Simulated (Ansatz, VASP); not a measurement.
# Sn3As: VASP beside Ansatz

```
Sn As
1.0
     0.00000    3.70745    3.70745
     3.70745    0.00000    3.70745
     3.70745    3.70745    0.00000
Sn As
3 1
Direct
  0.75000 0.75000 0.75000
  0.50000 0.50000 0.50000
  0.25000 0.25000 0.25000
  0.00000 0.00000 0.00000
```

Alike in both runs: functional PBE; k mesh 12 × 12 × 12; occupations gaussian, width 0.1 eV; no spin polarisation.

Ansatz relaxed the structure, and its values are those at the end. VASP's run is a single point on that final structure, the one shown.

|  | VASP | Ansatz |
| --- | --- | --- |
| version | VASP 6.6.1 | Ansatz 0.2.0 |
| potentials or method | VASP PAW PBE potentials, release 64 (Sn_d, As), cutoff 520 eV | scalar-relativistic, plane waves, PAW |
| valence electrons in the cell | 47 | 57 |

```tsv
	VASP	Ansatz	Ansatz less VASP
gap on the k mesh at the Fermi level (eV)	none	none	-
pressure (GPa)	-0.1	0.0	+0.01
```

A gap of «none» marks a metal or a gap that the smearing closes. With one functional, cell and mesh, what is left measures potentials, basis and numerics. VASP's potentials hold 47 valence electrons a cell and Ansatz's 57, so a difference there can come from the potentials and not from the codes.
